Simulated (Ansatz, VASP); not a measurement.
This is a calculation of PbS for Ansatz 0.2.0.

input.yaml

```yaml
crystal:
  lattice:
    - [2.079952695, -5.991296865, 0.0]
    - [2.079952695, 5.991296865, 0.0]
    - [0.0, 0.0, 4.27932094]
  atoms:
    - { symbol: Pb, position: [0.13056335, 0.86943665, 0.25] }
    - { symbol: Pb, position: [0.86943665, 0.13056335, 0.75] }
    - { symbol: S, position: [0.35479709, 0.64520291, 0.25] }
    - { symbol: S, position: [0.64520291, 0.35479709, 0.75] }
kpoints:
  mp_grid: { grid: [7, 7, 6] }
scf:
  occupations: { method: fermi_dirac, width: 0.05 }
hamiltonian:
  xc: lda
  pseudopotentials: { kind: all_electron, lapw: { basis_error: 0.002 } }
output:
  forces: true
  stress: true
  eigenvalues: true
```

Potentials or basis: all-electron LAPW, scalar-relativistic.

Run with:

```bash
$ ansatz run input.yaml --threads 2 --pin off --max-ram 6144MiB --backend cpu --events-out ev --progress --plain --runs-dir out
```

Translate it to VASP 6.6.1. Potentials there: VASP PAW LDA potentials, release 64 (Pb_d, S).

As run (the cutoff follows the program's own potentials):

Contents of INCAR:

```
SYSTEM = PbS
ALGO = Normal ; EDIFF = 1E-6
ENCUT = 520 ; GGA = CA
ISIF = 2 ; ISMEAR = -1
LASPH = .True. ; LCHARG = .False.
LREAL = .False. ; LWAVE = .False.
NBANDS = 28 ; NELM = 80
PREC = Accurate ; SIGMA = 0.05
```

The input KPOINTS:

```
k-points
0
Gamma
  7 7 6
  0 0 0
```

File POSCAR:

```
PbS
1.0
    2.0799526950     -5.9912968650      0.0000000000
    2.0799526950      5.9912968650      0.0000000000
    0.0000000000      0.0000000000      4.2793209400
Pb S
2 2
Direct
    0.1305633500      0.8694366500      0.2500000000
    0.8694366500      0.1305633500      0.7500000000
    0.3547970900      0.6452029100      0.2500000000
    0.6452029100      0.3547970900      0.7500000000
```

Potentials or basis: VASP PAW LDA potentials, release 64 (Pb_d, S).

Run with:

```console
$ cat potpaw_LDA.64/Pb_d/POTCAR potpaw_LDA.64/S/POTCAR > POTCAR
$ mpirun -np 1 vasp_std > vasp.out
```

Both were run:

|  | VASP | Ansatz | Ansatz less VASP |
| --- | --- | --- | --- |
| gap on the k mesh at the Fermi level (eV) | 1.10 | 1.11 | +0.011 |
| least direct gap on the mesh (eV) | 1.28 | 1.29 | +0.004 |
| pressure (GPa) | -3.5 | -3.5 | -0.01 |
| traceless stress, the component that is largest in VASP (GPa) | 0.42 | 0.44 | +0.018 |
| rms of the force components (eV/Å) | 0.046 | 0.051 | +0.0050 |

LDA's correlation is that of Perdew and Zunger in VASP and of Perdew and Wang (1992) in Ansatz. Atom by atom the forces differ by 0.005 eV/Å (rms over components). Ansatz ran all-electron here, and VASP with PAW potentials.

Neither program's run includes spin-orbit coupling.
